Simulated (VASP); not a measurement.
# Al3Cu (P4/mmm) in VASP: further runs

Al3Cu is run at these levels: PBEsol; tasks: single point.

Everything below comes from runs of VASP 6.6.1. Logs are shortened: lines on timing, memory, paths and dates and some standing lists are left out, and cuts for length are marked.

### Step 1. The cell of the first run

The structure is tetragonal, space group P4/mmm (No. 123). The conventional cell has a = 2.760 Å, b = 2.760 Å, c = 7.463 Å, α = 90.00°, β = 90.00°, γ = 90.00°. Cu (site symmetry 4/mmm) has 8 Al at 2.58 Å and 4 Cu at 2.76 Å within 3.4 Å. Al (site symmetry 4mm) has 4 Cu at 2.58 Å and 9 Al at 2.76 to 3.37 Å within 3.4 Å. Al (site symmetry 4/mmm) has 12 Al at 2.76 to 2.83 Å within 3.6 Å.

### Step 2. Single point, PBEsol (volume scaled by 0.98)

Input file INCAR:

```
ALGO = Normal
EDIFF = 1E-6
ENCUT = 520
GGA = PS
ISIF = 2
ISMEAR = -1
LASPH = T
LCHARG = T
LELF = T
LREAL = F
LVHAR = T
LWAVE = F
NBANDS = 18
NELM = 60
PREC = Accurate
SIGMA = 0.05
```

Input file KPOINTS:

```
k-points
0
Gamma
  10 10 4
```

Input file POSCAR:

```
Al3Cu
1.0
    2.7597578512      0.0000000000      0.0000000000
    0.0000000000      2.7597578512      0.0000000000
    0.0000000000      0.0000000000      7.4629763644
Cu Al
1 3
Direct
    0.0000000000      0.0000000000      0.0000000000
    0.5000000000      0.5000000000      0.7738844900
    0.5000000000      0.5000000000      0.2261155100
    0.0000000000      0.0000000000      0.5000000000
```

Potentials or basis: VASP PAW PBE potentials, release 64 (Cu, Al).

The run is started by

```bash
$ cat potpaw_PBE.64/Cu/POTCAR potpaw_PBE.64/Al/POTCAR > POTCAR
$ mpirun -np 1 vasp_std > vasp.out
```

OUTCAR:

```text
EDIFF = 1E-6
   ENCUT = 520
   GGA = PS
   ISIF = 2
   ISMEAR = -1
   LASPH = T
   LREAL = F
   NELM = 60
   PREC = Accurate

 ion  position               nearest neighbor table
   1  0.000  0.000  0.000-   2 2.58   3 2.58   2 2.58   3 2.58   2 2.58   3 2.58   2 2.58   3 2.58

   2  0.500  0.500  0.774-   1 2.58   1 2.58   1 2.58   1 2.58   4 2.83   4 2.83   4 2.83   4 2.83

   3  0.500  0.500  0.226-   1 2.58   1 2.58   1 2.58   1 2.58   4 2.83   4 2.83   4 2.83   4 2.83

   4  0.000  0.000  0.500-   2 2.83   3 2.83   2 2.83   3 2.83   2 2.83   3 2.83   2 2.83   3 2.83

  LATTYP: Found a simple tetragonal cell.
 ALAT       =     2.7597578512
 C/A-ratio  =     2.7042141981

  Lattice vectors:

 A1 = (   2.7597578512,   0.0000000000,   0.0000000000)
 A2 = (   0.0000000000,   2.7597578512,   0.0000000000)
 A3 = (   0.0000000000,   0.0000000000,   7.4629763644)

Analysis of symmetry for initial positions (statically):
=====================================================================
 Subroutine PRICEL returns:
 Original cell was already a primitive cell.

 Routine SETGRP: Setting up the symmetry group for a
 simple tetragonal supercell.

 Subroutine GETGRP returns: Found 16 space group operations
 (whereof 16 operations were pure point group operations)
 out of a pool of 16 trial point group operations.

The static configuration has the point symmetry D_4h.

Analysis of symmetry for dynamics (positions and initial velocities):
=====================================================================
 Subroutine PRICEL returns:
 Original cell was already a primitive cell.

 Routine SETGRP: Setting up the symmetry group for a
 simple tetragonal supercell.

 Subroutine GETGRP returns: Found 16 space group operations
 (whereof 16 operations were pure point group operations)
 out of a pool of 16 trial point group operations.

The dynamic configuration has the point symmetry D_4h.

 Subroutine INISYM returns: Found 16 space group operations
 (whereof 16 operations are pure point group operations),
 and found     1 'primitive' translations

----------------------------------------------------------------------------------------

                                     Primitive cell

  volume of cell :      56.8400

  direct lattice vectors                    reciprocal lattice vectors
     2.759757851  0.000000000  0.000000000     0.362350631  0.000000000  0.000000000
     0.000000000  2.759757851  0.000000000     0.000000000  0.362350631  0.000000000
     0.000000000  0.000000000  7.462976364     0.000000000  0.000000000  0.133994797

  length of vectors
     2.759757851  2.759757851  7.462976364     0.362350631  0.362350631  0.133994797

  position of ions in fractional coordinates (direct lattice)
     0.000000000  0.000000000  0.000000000
     0.500000000  0.500000000  0.773884490
     0.500000000  0.500000000  0.226115510
     0.000000000  0.000000000  0.500000000

  ion indices of the primitive-cell ions
   primitive index   ion index
                 1           1
                 2           2
                 3           3
                 4           4

----------------------------------------------------------------------------------------

 KPOINTS: k-points

Automatic generation of k-mesh.
 Grid dimensions read from file:
 generate k-points for:   10   10    4

 Generating k-lattice:

  Cartesian coordinates                     Fractional coordinates (reciprocal lattice)
     0.036235063  0.000000000  0.000000000     0.100000000  0.000000000  0.000000000
     0.000000000  0.036235063  0.000000000     0.000000000  0.100000000  0.000000000
     0.000000000  0.000000000  0.033498699     0.000000000  0.000000000  0.250000000

  Length of vectors
     0.036235063  0.036235063  0.033498699

  Shift w.r.t. Gamma in fractional coordinates (k-lattice)
     0.000000000  0.000000000  0.000000000

 Subroutine IBZKPT returns following result:
 ===========================================

 Found     63 irreducible k-points:

 Following reciprocal coordinates:
            Coordinates               Weight
  0.000000  0.000000  0.000000      1.000000
  0.100000  0.000000  0.000000      4.000000
  0.200000  0.000000  0.000000      4.000000
  0.300000  0.000000  0.000000      4.000000
  0.400000  0.000000  0.000000      4.000000
  0.500000  0.000000  0.000000      2.000000
[... 16 lines left out ...]
  0.100000  0.000000  0.250000      8.000000
  0.200000  0.000000  0.250000      8.000000
 [... further k-points ...]
   k-points           NKPTS =     63   k-points in BZ     NKDIM =     63   number of bands    NBANDS=     18
   number of dos      NEDOS =    301   number of ions     NIONS =      4
   total plane-waves  NPLWV =  32256
   dimension x,y,z NGX =    24 NGY =   24 NGZ =   56
   dimension x,y,z NGXF=    48 NGYF=   48 NGZF=  112
   ions per type =               1   3
   NGX,Y,Z   is equivalent  to a cutoff of  14.46, 14.46, 12.47 a.u.
   NGXF,Y,Z  is equivalent  to a cutoff of  28.91, 28.91, 24.95 a.u.
 SYSTEM =  unknown system
   PREC   = accura    normal or accurate (medium, high low for compatibility)
   ISTART =      0    job   : 0-new  1-cont  2-samecut
   ICHARG =      2    charge: 1-file 2-atom 10-const
   ISPIN  =      1    spin polarized calculation?
   LNONCOLLINEAR =      F non collinear calculations
   LSORBIT =      F    spin-orbit coupling
   LASPH  =      T    aspherical Exc in radial PAW
   ENCUT  =  520.0 eV  38.22 Ry    6.18 a.u.   5.13  5.13 13.88*2*pi/ulx,y,z
   NELM   =     60;   NELMIN=  2; NELMDL= -5     # of ELM steps
   EDIFF  = 0.1E-05   stopping-criterion for ELM
   LREAL  =      F    real-space projection
   EDIFFG = 0.1E-04   stopping-criterion for IOM
   NSW    =      0    number of steps for IOM
   IBRION =     -1    ionic relax: 0-MD 1-quasi-New 2-CG
   NFREE  =      0    steps in history (QN), initial steepest desc. (CG)
   ISIF   =      2    stress and relaxation
   ISYM   =      2    0-nonsym 1-usesym 2-fastsym
   POTIM  = 0.5000    time-step for ionic-motion
   TEBEG  =    0.0;   TEEND  =   0.0 temperature during run
   PSTRESS=    0.0 pullay stress
   NELECT =      20.0000    total number of electrons
   NUPDOWN=      -1.0000    fix difference up-down
   EMIN   =  10.00;   EMAX   =-10.00  energy-range for DOS
   EFERMI =   0.00;   METHOD = LEGACY
   ISMEAR =    -1;   SIGMA  =   0.05  broadening in eV -4-tet -1-fermi 0-gaus
   EFERMI_NEDOS =   21; number of points for ismear=-14 and -15
   IALGO  =     38    algorithm
   IMIX   =      4    mixing-type and parameters
     AMIX     =   0.40;   BMIX     =  1.00
     AMIX_MAG =   1.60;   BMIX_MAG =  1.00
  volume/ion in A,a.u.               =      14.21        95.89
  Fermi-wavevector in a.u.,A,eV,Ry     =   1.155758  2.184065 18.174336  1.335776
  Thomas-Fermi vector in A             =   2.292384
   LORBIT       =      0    0 simple, 1 ext, 2 COOP (PROOUT), +10 PAW based schemes
   GGA     = PS    functional components
   LHFCALC =     F    Hartree Fock is set to
   AEXX    =    0.0000 exact exchange contribution
   IVDW    =     0    specifies the selected vdW correction
   LEPSILON=     F    determine dielectric tensor
   LRPA    =     F    only Hartree local field effects (RPA)
 non-spin polarized calculation
  energy-cutoff  :      520.00
  volume of cell :       56.84
 maximum number of plane-waves:      1552
 NGX is ok and might be reduce to    24
   NGX = 11   NGY = 11   NGZ = 27

 number of electron      20.0000012 magnetization

 Free energy of the ion-electron system (eV)
  ---------------------------------------------------
  ext. energy  EPLUGINS =         0.00000000
  ---------------------------------------------------
  free energy    TOTEN  =       -16.96749920 eV

  energy without entropy =      -16.95733375  energy(sigma->0) =      -16.96241647

 E-fermi :   8.7801     XC(G=0): -11.0836

 val. band max:        8.7603729714   @ k =   0.4000   0.3000   0.0000
 cond. band min:       8.7850600129   @ k =   0.3000   0.0000   0.2500
 fundamental gap:      0.0246870415
 Fermi energy:         8.7800898448

 k-point     1 :       0.0000    0.0000    0.0000
  band No.  band energies     occupation
      1      -2.6822      2.00000
      2      -0.2017      2.00000
      3       0.1492      2.00000
      4       4.1666      2.00000
      5       4.2685      2.00000
      6       5.0809      2.00000
[... 10 lines left out ...]
     17      18.0696      0.00000
     18      18.0696      0.00000

 k-point     2 :       0.1000    0.0000    0.0000
  band No.  band energies     occupation
      1      -2.4862      2.00000
      2      -0.0250      2.00000
      3       0.3458      2.00000
      4       4.2020      2.00000
      5       4.3228      2.00000
      6       4.9613      2.00000
[... 10 lines left out ...]
     17      18.2858      0.00000
     18      18.6287      0.00000

 k-point     3 :       0.2000    0.0000    0.0000
  band No.  band energies     occupation
      1      -1.9017      2.00000
      2       0.4970      2.00000
      3       0.9290      2.00000
      4       4.2809      2.00000
      5       4.4611      2.00000
      6       4.7197      2.00000
[... 10 lines left out ...]
     17      18.5650      0.00000
     18      18.9218      0.00000

 k-point     4 :       0.3000    0.0000    0.0000
  band No.  band energies     occupation
      1      -0.9391      2.00000
      2       1.3298      2.00000
      3       1.8730      2.00000
      4       4.3251      2.00000
      5       4.4926      2.00000
      6       4.5662      2.00000
[... 375 lines left out ...]
      4       4.0749      2.00000
      5       4.1667      2.00000
      6       5.0808      2.00000
[... 10 lines left out ...]
     17      17.0044      0.00000
     18      19.2401      0.00000

 k-point    23 :       0.1000    0.0000    0.2500
  band No.  band energies     occupation
      1      -2.3211      2.00000
      2      -0.9852      2.00000
      3       1.5742      2.00000
      4       4.1280      2.00000
      5       4.2063      2.00000
      6       4.9874      2.00000
[... 10 lines left out ...]
     17      17.2318      0.00000
     18      18.6867      0.00000

 k-point    24 :       0.2000    0.0000    0.2500
  band No.  band energies     occupation
      1      -1.7389      2.00000
      2      -0.4181      2.00000
      3       2.0890      2.00000
      4       4.2135      2.00000
      5       4.3188      2.00000
      6       4.8628      2.00000
[... 10 lines left out ...]
     17      17.6443      0.00000
     18      18.0087      0.00000

 [... further k-points ...]

------------------------ aborting loop because EDIFF is reached ----------------------------------------

  FORCE on cell =-STRESS in cart. coord.  units (eV):
  Direction    XX          YY          ZZ          XY          YZ          ZX
  --------------------------------------------------------------------------------------
  -------------------------------------------------------------------------------------
  Total        1.2026327      1.2026327      1.6313791      0.0000000      0.0000000      0.0000000
  in kB       33.8992104     33.8992104     45.9844995      0.0000000      0.0000000      0.0000000
  external PRESSURE =      37.9276401 kB  Pullay stress =       0.0000000 kB

 VOLUME and BASIS-vectors are now :
 -----------------------------------------------------------------------------
  energy-cutoff  :      520.00
  volume of cell :       56.84
      direct lattice vectors                 reciprocal lattice vectors
     2.759757851  0.000000000  0.000000000     0.362350631  0.000000000  0.000000000
     0.000000000  2.759757851  0.000000000     0.000000000  0.362350631  0.000000000
     0.000000000  0.000000000  7.462976364     0.000000000  0.000000000  0.133994797

 POSITION                                       TOTAL-FORCE (eV/Angst)
 -----------------------------------------------------------------------------------
      0.00000      0.00000      0.00000        -0.000000     -0.000000      0.000000
      1.37988      1.37988      5.77548        -0.000000      0.000000      0.159257
      1.37988      1.37988      1.68749         0.000000     -0.000000     -0.159257
      0.00000      0.00000      3.73149        -0.000000     -0.000000      0.000000
 -----------------------------------------------------------------------------------
    total drift:                                0.000000      0.000000     -0.000000

  FREE ENERGIE OF THE ION-ELECTRON SYSTEM (eV)
  ---------------------------------------------------
  free  energy   TOTEN  =       -16.9674991978 eV

  energy  without entropy=      -16.9573337521  energy(sigma->0) =      -16.96241647
```

Wall time 27 s (1 thread of Intel Xeon 6975P-C (Granite Rapids), shared host); peak memory 0.2 GiB.

Results:

```yaml
Free_energy: -16.9675 eV
Pressure: 3.8 GPa
Largest_force: 0.159 eV/Å
Band_gap_on_the_k_mesh: zero (band 10 reaches 13.15 eV, above the bottom of band 11 at 6.91 eV)
```

Forces on the atoms (eV/Å):
```
Cu   0.000  0.000  0.000
Al   0.000  0.000  0.159
Al   0.000  0.000 -0.159
Al   0.000  0.000  0.000
```

Caveat: the cell differs from its parent crystal (volume scaled by 0.98); the PAW data sets were made with another functional, which shifts forces and pressure a little.

### Step 3. Single point, PBEsol

This run uses another cell than the first one, of 14.50 Å³/atom, 1.020 times its volume.

Input file INCAR:

```
SYSTEM = Al3Cu
PREC = Accurate
ENCUT = 520
EDIFF = 1E-7
ISMEAR = -1
SIGMA = 0.05
LREAL = .FALSE.
LASPH = .TRUE.
NELM = 100
ALGO = Normal
ISIF = 2
LWAVE = .FALSE.
LCHARG = .FALSE.
GGA = PS
NBANDS = 18
```

Input file KPOINTS:

```
regular mesh
0
G
  10 10 4
  0 0 0
```

Input file POSCAR:

```
Al3Cu
1.0
    2.7784054294      0.0000000000      0.0000000000
    0.0000000000      2.7784054294      0.0000000000
    0.0000000000      0.0000000000      7.5134034100
Cu Al
1 3
Direct
    0.0000000000      0.0000000000      0.0000000000
    0.5000000000      0.5000000000      0.7738844900
    0.5000000000      0.5000000000      0.2261155100
    0.0000000000      0.0000000000      0.5000000000
```

Potentials or basis: VASP PAW PBE potentials, release 64 (Cu, Al).

The run is started by

```bash
$ cat potpaw_PBE.64/Cu/POTCAR potpaw_PBE.64/Al/POTCAR > POTCAR
$ mpirun -np 1 vasp_std > vasp.out
```

It took 29 s on 1 thread of Intel Xeon 6975P-C (Granite Rapids), shared host; peak memory 0.2 GiB.

It converged, with:

```yaml
Free_energy: -16.9851 eV
Pressure: 1.3 GPa
Largest_force: 0.188 eV/Å
Band_gap_on_the_k_mesh: zero (band 10 reaches 12.87 eV, above the bottom of band 11 at 6.69 eV)
```

Forces in eV/Å, atoms in the order of the input:
```
Cu   0.000  0.000  0.000
Al   0.000  0.000  0.188
Al   0.000  0.000 -0.188
Al   0.000  0.000  0.000
```

Stress tensor (GPa, compression positive):
```
0.92 0.00 0.00
0.00 0.92 0.00
0.00 0.00 2.03
```

Levels at points of the mesh, in eV from the Fermi level:
```tsv
k point	band 8	band 9	band 10	band 11	band 12	band 13
(0.00, 0.00, 0.00)	-3.23	-1.73	0.68	6.23	6.53	6.53
(0.50, 0.00, 0.00)	-3.67	-3.52	-2.40	-1.85	2.75	3.91
(0.50, 0.50, 0.00)	-0.62	-0.48	0.16	0.16	0.43	0.43
(0.00, 0.00, 0.50)	-3.52	-3.23	4.32	5.81	6.22	7.04
(0.50, 0.00, 0.50)	-3.52	-2.63	-1.00	-0.93	0.09	0.85
(0.50, 0.50, 0.50)	-1.79	-1.79	-0.67	-0.66	0.58	1.63
```

Caveat: the PAW data sets were made with another functional, which shifts forces and pressure a little.
